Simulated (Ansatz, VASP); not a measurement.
Mo in VASP and in Ansatz

The input INCAR:

```
ALGO     = Normal         # electronic algorithm
EDIFF    = 1E-6           # SCF threshold, eV
ENCUT    = 520            # plane-wave cutoff, eV
GGA      = CA             # functional
ISIF     = 2              # what is computed and relaxed
ISMEAR   = -1             # smearing method
LASPH    = T              # aspherical terms in the spheres
LCHARG   = F              # write CHGCAR
LREAL    = F              # projectors in reciprocal space
LWAVE    = F              # write WAVECAR
NBANDS   = 13             # bands
NELM     = 100            # most SCF steps
PREC     = Accurate       # precision mode
SIGMA    = 0.1            # smearing width, eV
```

File KPOINTS:

```
k-points
0
Gamma
  15 15 15
```

POSCAR

```
Mo
1.0
    0.0000000000      2.0190964705      2.0190964705
    2.0190964705      0.0000000000      2.0190964705
    2.0190964705      2.0190964705      0.0000000000
Mo
1
Direct
    0.0000000000      0.0000000000      0.0000000000
```

Input for Ansatz:

```yaml
crystal:
  lattice:
    - [0.0, 2.0190964705, 2.0190964705]
    - [2.0190964705, 0.0, 2.0190964705]
    - [2.0190964705, 2.0190964705, 0.0]
  atoms:
    - { symbol: Mo, position: [0.0, 0.0, 0.0] }
hamiltonian:
  xc: lda
  pseudopotentials:
    kind: paw
    azcp:
      Mo: "pseudopotentials/Mo.paw.azcp"
basis:
  ecutwfc: 420
  fft_grid_basis: typed
kpoints:
  mp_grid: { grid: [15, 15, 15], shift: [0, 0, 0] }
magnetization:
  spin_polarized: false
scf:
  occupations: { method: fermi_dirac, width: 0.1 }
  lower_state_search: "off"
output:
  stress: true
```

Alike in both runs: task single point; functional LDA; k mesh 15 × 15 × 15; occupations fermi-dirac, width 0.1 eV; no spin polarisation.

|  | VASP | Ansatz |
| --- | --- | --- |
| version | VASP 6.6.1 | Ansatz 0.2.0 |
| potentials or method | VASP PAW LDA potentials, release 64 (Mo_sv), cutoff 520 eV | plane waves (420 eV) with PAW, scalar-relativistic |
| valence electrons in the cell | 14 | 14 |

|  | VASP | Ansatz | Ansatz less VASP |
| --- | --- | --- | --- |
| pressure (GPa) | -16.4 | -17.3 | -0.86 |

Ansatz warns that its potentials were made for another functional, while VASP's fit it. LDA's correlation is that of Perdew and Zunger in VASP and of Perdew and Wang (1992) in Ansatz.
